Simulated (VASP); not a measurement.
W5C: single point with PBE

W5C:

```
W C
1.0
    -3.20597    3.20597    2.11842
     3.20597   -3.20597    2.11842
     3.20597    3.20597   -2.11842
W C
5 1
Direct
  0.00000 0.00000 0.00000
  0.80788 0.61226 0.42014
  0.61226 0.19212 0.80437
  0.19212 0.38774 0.57986
  0.38774 0.80788 0.19563
  0.50000 0.50000 0.00000
```

```
Program                : VASP 6.6.1
Task                   : single point
Functional             : PBE
Potentials or basis    : VASP PAW PBE potentials, release 64 (W_sv, C)
Cutoff                 : 520 eV
k mesh                 : 10 × 10 × 10
Occupations            : gaussian, width 0.1 eV
Spin                   : no spin polarisation
Dipole correction      : no
Further INCAR settings : ALGO = Normal; EDIFF = 1e-07; NBANDS = 46
```

```json
{
 "Pressure": "0.7 GPa",
 "Largest force": "0.027 eV/Å",
 "Band gap on the k mesh": "zero (band 37 reaches 11.93 eV, above the bottom of band 38 at 10.32 eV)"
}
```

Forces on the atoms (eV/Å):
```
W    0.000  0.000  0.000
W    0.009  0.025  0.000
W   -0.025  0.009  0.000
W   -0.009 -0.025  0.000
W    0.025 -0.009  0.000
C    0.000  0.000  0.000
```

Levels at points of the mesh, in eV from the Fermi level:
```
           k point  band 33  band 34  band 35  band 36  band 37  band 38  band 39  band 40  band 41  band 42
(0.00, 0.00, 0.00)    -2.00    -1.36    -0.72    -0.72    -0.01    -0.01     1.12     1.22     1.24     2.22
(0.50, 0.00, 0.00)    -1.88    -1.84    -1.46    -0.74    -0.57     0.22     0.43     0.90     1.36     1.86
(0.50, 0.50, 0.00)    -1.70    -1.56    -1.15     0.16     0.18     0.65     0.81     1.55     2.53     2.56
(0.50, 0.50, 0.50)    -1.86    -1.56    -1.40     1.17     1.17     1.25     1.40     1.65     2.03     2.03
```

Run time: 10 min on 1 thread of Intel(R) Xeon(R) Platinum 8259CL CPU @ 2.50GHz (Skylake/Cascade Lake) (shared host), peak memory 0.53 GiB.

Caveat: spin-orbit coupling is left out, which moves the levels of the heavy elements.
